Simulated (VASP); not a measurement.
Input of a VASP 6.6.1 run:

INCAR

```
PREC = Accurate ; ENCUT = 520
EDIFF = 1E-7 ; ISMEAR = 0
SIGMA = 0.05 ; LREAL = F
LASPH = T ; NELM = 80
ALGO = Normal ; ISIF = 2
LWAVE = F ; LCHARG = T
GGA = PE ; LELF = T
LVHAR = T ; NBANDS = 38
```

Contents of KPOINTS:

```
Automatic mesh
0
Gamma
  5 5 5
```

POSCAR

```
SiNi
1.0
    4.4967800000      0.0000000000      0.0000000000
    0.0000000000      4.4967800000      0.0000000000
    0.0000000000      0.0000000000      4.4967800000
Ni Si
4 4
Direct
    0.1470000000      0.1470000000      0.1470000000
    0.3530000000      0.8530000000      0.6470000000
    0.6470000000      0.3530000000      0.8530000000
    0.8530000000      0.6470000000      0.3530000000
    0.8601000000      0.8601000000      0.8601000000
    0.6399000000      0.1399000000      0.3601000000
    0.3601000000      0.6399000000      0.1399000000
    0.1399000000      0.3601000000      0.6399000000
```

Potentials or basis: VASP PAW PBE potentials, release 64 (Ni, Si).

The run is started by

```console
$ cat potpaw_PBE.64/Ni/POTCAR potpaw_PBE.64/Si/POTCAR > POTCAR
$ mpirun -np 1 vasp_std > vasp.out
```

Task: Estimate the largest force.

Result: 1.188 eV/Å.

Task: Estimate the band gap on the k mesh.

Result: Zero (band 28 reaches 12.91 eV, above the bottom of band 29 at 11.84 eV).

Forces on the atoms (eV/Å):
```
Ni   0.206  0.206  0.206
Ni  -0.206 -0.206  0.206
Ni   0.206 -0.206 -0.206
Ni  -0.206  0.206 -0.206
Si  -0.686 -0.686 -0.686
Si   0.686  0.686 -0.686
Si  -0.686  0.686  0.686
Si   0.686 -0.686  0.686
```

Caveat: forces of over 1 eV/Å act on the atoms, so gaps and moduli don't describe the material at rest. Spin polarisation is off, so any magnetic state and its effect on volume and gap are missing.
